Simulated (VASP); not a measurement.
Wanted: the native input for a VASP 6.6.1 run.

* Task: electric field gradients
* Functional: LDA
* Potentials or basis: VASP PAW LDA potentials, release 64 (Ag)
* Cutoff: 520 eV
* k mesh: 14 × 14 × 4
* Occupations: fermi-dirac, width 0.08 eV
* Spin: no spin polarisation
* Dipole correction: no
* Further INCAR settings: ALGO = Normal; EDIFF = 1e-08; NBANDS = 30

The structure of Ag lies in POSCAR:

```
Ag
1.0
    2.8861989086      0.0000000000      0.0000000000
   -1.4430994543      2.4995215753      0.0000000000
    0.0000000000      0.0000000000     10.2000000000
Ag
4
Direct
    0.3333333333      0.6666666667      0.2500000000
    0.6666666667      0.3333333333      0.7500000000
    0.0000000000      0.0000000000      0.0000000000
    0.0000000000      0.0000000000      0.5000000000
```

This isn't the form of Ag at room conditions, which is fcc.

This cell differs from its parent crystal: zz strain of +2 %.

One way to write it, as run:

INCAR

```
SYSTEM = Ag
PREC = Accurate
ENCUT = 520
EDIFF = 1E-8
ISMEAR = -1
SIGMA = 0.08
LREAL = .FALSE.
LASPH = .TRUE.
NELM = 60
ALGO = Normal
ISIF = 2
LWAVE = .FALSE.
LCHARG = .FALSE.
LEFG = .TRUE.
NBANDS = 30
```

KPOINTS

```
Automatic mesh
0
G
  14 14 4
  0 0 0
```

Potentials or basis: VASP PAW LDA potentials, release 64 (Ag).

Launch:

```bash
$ cat potpaw_LDA.64/Ag/POTCAR > POTCAR
$ mpirun -np 1 vasp_std > vasp.out
```

Results of the run:

- Pressure: -12.0 GPa
- Band gap on the k mesh: zero (bands 22 and 23 overlap by 6.09 eV)
- Largest electric field gradient by atom: Ag +14.5, +13.9 (each value once) V/Å²

Caveat: the cell differs from its parent crystal (zz strain of +2 %); the cell stands under tension; without QUAD_EFG the Cq values of the log hold for a quadrupole moment of 1 mb, not for the nuclei.

Wall time 47 s on 1 thread of Intel(R) Xeon(R) 6975P-C (Granite Rapids), on a shared host, peak memory 0.24 GiB.
